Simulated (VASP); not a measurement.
# SnO in VASP: single point with PBE+D3(BJ)

Aim: the single point of SnO with PBE+D3(BJ).

Program: VASP 6.6.1. These are calculated values, not measurements. Logs are shortened: lines on timing, memory, paths and dates and some standing lists are left out, and cuts for length are marked.

## Step 1: The cell of the first run

The cell holds a slab with vacuum, 8 atoms: a = 3.820 Å, b = 3.820 Å, c = 22.226 Å, α = 90.00°, β = 90.00°, γ = 90.00°.

## Step 2: Single point, PBE+D3(BJ) (layers slid over each other)

The input, INCAR:

```
  ALGO = Normal
  DIPOL = 0.5 0.5 0.394
  EDIFF = 1E-6
  ENCUT = 520
  GGA = PE
  GGA_COMPAT = F
  IDIPOL = 3
  ISIF = 2
  ISMEAR = 0
  IVDW = 12
  LASPH = T
  LCHARG = F
  LDIPOL = T
  LREAL = F
  LWAVE = F
  NBANDS = 50
  NELM = 120
  NELMDL = -8
  PREC = Accurate
  SIGMA = 0.05
```

The input, KPOINTS:

```
k-points
0
Gamma
  7 7 1
```

The input, POSCAR:

```
SnO
1.0
    3.8201708766      0.0000000000      0.0000000000
    0.0000000000      3.8201708766      0.0000000000
    0.0000000000      0.0000000000     22.2260720666
Sn O
4 4
Direct
    0.5000000000      0.0000000000      0.2024649244
    0.0000000000      0.5000000000      0.3087831270
    0.2500000000      0.7500000000      0.4797535076
    0.7500000000      0.2500000000      0.5860717102
    0.0000000000      0.0000000000      0.2556240257
    0.5000000000      0.5000000000      0.2556240257
    0.7500000000      0.7500000000      0.5329126089
    0.2500000000      0.2500000000      0.5329126089
```

Potentials or basis: VASP PAW PBE potentials, release 64 (Sn_d, O).

Command:

```bash
$ cat potpaw_PBE.64/Sn_d/POTCAR potpaw_PBE.64/O/POTCAR > POTCAR
$ mpirun -np 1 vasp_std > vasp.out
```

OUTCAR:

```text
EDIFF = 1E-6
   ENCUT = 520
   GGA = PE
   ISIF = 2
   ISMEAR = 0
   IVDW = 12
   LASPH = T
   LREAL = F
   NELM = 120
   NELMDL = -8
   PREC = Accurate
 IVDW          = 12

 ion  position               nearest neighbor table
   1  0.500  0.000  0.202-   5 2.25   6 2.25   6 2.25   5 2.25   2 3.59   2 3.59   2 3.59   2 3.59

   2  0.000  0.500  0.309-   5 2.25   6 2.25   5 2.25   6 2.25   1 3.59   1 3.59   1 3.59   1 3.59

   3  0.250  0.750  0.480-   7 2.25   8 2.25   8 2.25   7 2.25   4 3.59   4 3.59   4 3.59   4 3.59

   4  0.750  0.250  0.586-   7 2.25   8 2.25   7 2.25   8 2.25   3 3.59   3 3.59   3 3.59   3 3.59

   5  0.000  0.000  0.256-   2 2.25   2 2.25   1 2.25   1 2.25
   6  0.500  0.500  0.256-   2 2.25   2 2.25   1 2.25   1 2.25
   7  0.750  0.750  0.533-   3 2.25   3 2.25   4 2.25   4 2.25
   8  0.250  0.250  0.533-   3 2.25   3 2.25   4 2.25   4 2.25

  LATTYP: Found a simple tetragonal cell.
 ALAT       =     3.8201708766
 C/A-ratio  =     5.8180832179

  Lattice vectors:

 A1 = (   3.8201708766,   0.0000000000,   0.0000000000)
 A2 = (   0.0000000000,   3.8201708766,   0.0000000000)
 A3 = (   0.0000000000,   0.0000000000,  22.2260720666)

Analysis of symmetry for initial positions (statically):
=====================================================================
 Subroutine PRICEL returns:
 Original cell was already a primitive cell.

 Routine SETGRP: Setting up the symmetry group for a
 simple tetragonal supercell.

 Subroutine GETGRP returns: Found  4 space group operations
 (whereof  1 operations were pure point group operations)
 out of a pool of 16 trial point group operations.

The static configuration has the point symmetry C_1 .
 The point group associated with its full space group is C_2h.

Analysis of symmetry for dynamics (positions and initial velocities):
=====================================================================
 Subroutine PRICEL returns:
 Original cell was already a primitive cell.

 Routine SETGRP: Setting up the symmetry group for a
 simple tetragonal supercell.

 Subroutine GETGRP returns: Found  4 space group operations
 (whereof  1 operations were pure point group operations)
 out of a pool of 16 trial point group operations.

The dynamic configuration has the point symmetry C_1 .
 The point group associated with its full space group is C_2h.

 Subroutine INISYM returns: Found  4 space group operations
 (whereof  1 operations are pure point group operations),
 and found     1 'primitive' translations

----------------------------------------------------------------------------------------

[... 111 lines left out ...]
   EFERMI_NEDOS =   21; number of points for ismear=-14 and -15
   IALGO  =     38    algorithm
   IMIX   =      4    mixing-type and parameters
     AMIX     =   0.40;   BMIX     =  1.00
     AMIX_MAG =   1.60;   BMIX_MAG =  1.00
  volume/ion in A,a.u.               =      40.55       273.61
  Fermi-wavevector in a.u.,A,eV,Ry     =   1.026665  1.940115 14.341097  1.054041
  Thomas-Fermi vector in A             =   2.160570
   LORBIT       =      0    0 simple, 1 ext, 2 COOP (PROOUT), +10 PAW based schemes
   GGA     = PE    functional components
   LHFCALC =     F    Hartree Fock is set to
   AEXX    =    0.0000 exact exchange contribution
   IVDW    =    12    specifies the selected vdW correction
   LEPSILON=     F    determine dielectric tensor
   LRPA    =     F    only Hartree local field effects (RPA)
 non-spin polarized calculation
 Gauss-broadening in eV      SIGMA  =   0.05
  energy-cutoff  :      520.00
  volume of cell :      324.36
 maximum number of plane-waves:      8769
   NGX = 15   NGY = 15   NGZ = 83

 dipolmoment           0.000000      0.000000      0.000153 electrons x Angstroem

 number of electron      79.9999971 magnetization

 dipolmoment           0.000000      0.000000     -0.000003 electrons x Angstroem

 Free energy of the ion-electron system (eV)
  ---------------------------------------------------
  ext. energy  EPLUGINS =         0.00000000
  ---------------------------------------------------
  free energy    TOTEN  =       -45.14280789 eV

  energy without entropy =      -45.14280789  energy(sigma->0) =      -45.14280789

 E-fermi :   0.2104     XC(G=0):  -5.2742

 val. band max:       -0.0828932458   @ k =  -0.1429   0.1429   0.0000
 cond. band min:       2.2254215438   @ k =  -0.4286   0.4286   0.0000
 fundamental gap:      2.3083147896
 Fermi energy:         0.2104255128

 k-point     1 :       0.0000    0.0000    0.0000
  band No.  band energies     occupation
      1     -21.0534      2.00000
      2     -21.0533      2.00000
      3     -20.6931      2.00000
      4     -20.6930      2.00000
      5     -20.6563      2.00000
      6     -20.6561      2.00000
[... 837 lines left out ...]
     49       5.8223      0.00000
     50       6.5060      0.00000

------------------------ aborting loop because EDIFF is reached ----------------------------------------

 vacuum level on the upper side and lower side of the slab       (xc-potential included)        -0.155        -0.154

 Edisp (eV)   -1.27456

 E8    (eV) :    -0.5639

  FORCE on cell =-STRESS in cart. coord.  units (eV):
  Direction    XX          YY          ZZ          XY          YZ          ZX
  --------------------------------------------------------------------------------------
  -------------------------------------------------------------------------------------
  Total       0.29878     0.29878     0.15395     0.06996     0.44923     0.44923
  in kB       1.47581     1.47581     0.76042     0.34555     2.21897     2.21897
  external pressure =        1.24 kB  Pullay stress =        0.00 kB

 VOLUME and BASIS-vectors are now :
 -----------------------------------------------------------------------------
  energy-cutoff  :      520.00
  volume of cell :      324.36
      direct lattice vectors                 reciprocal lattice vectors
     3.820170877  0.000000000  0.000000000     0.261768395  0.000000000  0.000000000
     0.000000000  3.820170877  0.000000000     0.000000000  0.261768395  0.000000000
     0.000000000  0.000000000 22.226072067     0.000000000  0.000000000  0.044992205

 POSITION                                       TOTAL-FORCE (eV/Angst)
 -----------------------------------------------------------------------------------
      1.91009      0.00000      4.50000        -0.008672     -0.008672     -0.074625
      0.00000      1.91009      6.86304        -0.051843     -0.051843      0.058103
      0.95504      2.86513     10.66304         0.051843      0.051843     -0.058103
      2.86513      0.95504     13.02607         0.008672      0.008672      0.074625
      0.00000      0.00000      5.68152         0.017538     -0.046412      0.008416
      1.91009      1.91009      5.68152        -0.046412      0.017538      0.008416
      2.86513      2.86513     11.84455         0.046412     -0.017538     -0.008416
      0.95504      0.95504     11.84455        -0.017538      0.046412     -0.008416
 -----------------------------------------------------------------------------------
    total drift:                               -0.000000     -0.000000     -0.000137

  FREE ENERGIE OF THE ION-ELECTRON SYSTEM (eV)
  ---------------------------------------------------
  free  energy   TOTEN  =       -46.4173675405 eV

  energy  without entropy=      -46.4173675405  energy(sigma->0) =      -46.41736754

 vacuum level on the upper side and lower side of the slab         4.810         4.811
```

Run time: 8.1 min. Hardware: 1 thread of Oxide Virtual Turin-like, shared host; peak memory 0.43 GiB.

Results:

```yaml
Free_energy: -46.4174 eV
Largest_force: 0.094 eV/Å
Band_gap_on_the_k_mesh: 2.31 eV (least direct gap 2.48 eV)
Dispersion_energy_per_atom: -0.159 eV
```

Forces in eV/Å, atoms in the order of the input:
```
Sn  -0.009 -0.009 -0.075
Sn  -0.052 -0.052  0.058
Sn   0.052  0.052 -0.058
Sn   0.009  0.009  0.075
O    0.018 -0.046  0.008
O   -0.046  0.018  0.008
O    0.046 -0.018 -0.008
O   -0.018  0.046 -0.008
```

Levels at points of the mesh, in eV from the valence-band top:
```csv
k point,band 38,band 39,band 40,band 41,band 42,band 43
"(0.00, 0.00, 0.00)",-2.06,-0.81,-0.04,2.44,2.75,2.75
```

Caveat: the cell differs from its parent crystal (layers slid over each other); spin-orbit coupling is left out, which moves the levels of the heavy elements.
